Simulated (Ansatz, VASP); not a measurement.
**Ga in VASP and in Ansatz**

```
Ga
1.0
     0.00000    2.87445    2.87445
     2.87445    0.00000    2.87445
     2.87445    2.87445    0.00000
Ga
2
Direct
  0.80750 0.89750 0.89750
  0.19250 0.10250 0.10250
```

Change from the starting cell: shortest bond scaled by 0.82, PAW files.

Alike in both runs: task electric field gradients; functional r2SCAN; k mesh 9 × 9 × 9; occupations fermi-dirac, width 0.05 eV; no spin polarisation.

|  | VASP | Ansatz |
| --- | --- | --- |
| version | VASP 6.6.1 | Ansatz 0.2.0 |
| potentials or method | VASP PAW PBE potentials, release 64 (Ga_d) | PAW with Ansatz's default frozen-core files, scalar-relativistic |
| plane-wave cutoff (eV) | 520 | 500 |
| valence electrons in the cell | 26 | 26 |

Ansatz gave:

```
pressure (GPa)                                                : 7.8
traceless stress, the component that is largest in VASP (GPa) : -13.99
rms of the force components (eV/Å)                            : 3.382
size of Vzz on the site where it differs most (V/Å²)          : 118.6
```

Task: Estimate VASP's values.

Result: Pressure (GPa): 8.1; traceless stress, the component that is largest in VASP (GPa): -14.35; rms of the force components (eV/Å): 3.469; size of Vzz on the site where it differs most (V/Å²): 126.9.

VASP's potentials were made for PBE, not for r2SCAN. Atom by atom the forces differ by 0.087 eV/Å (rms over components).
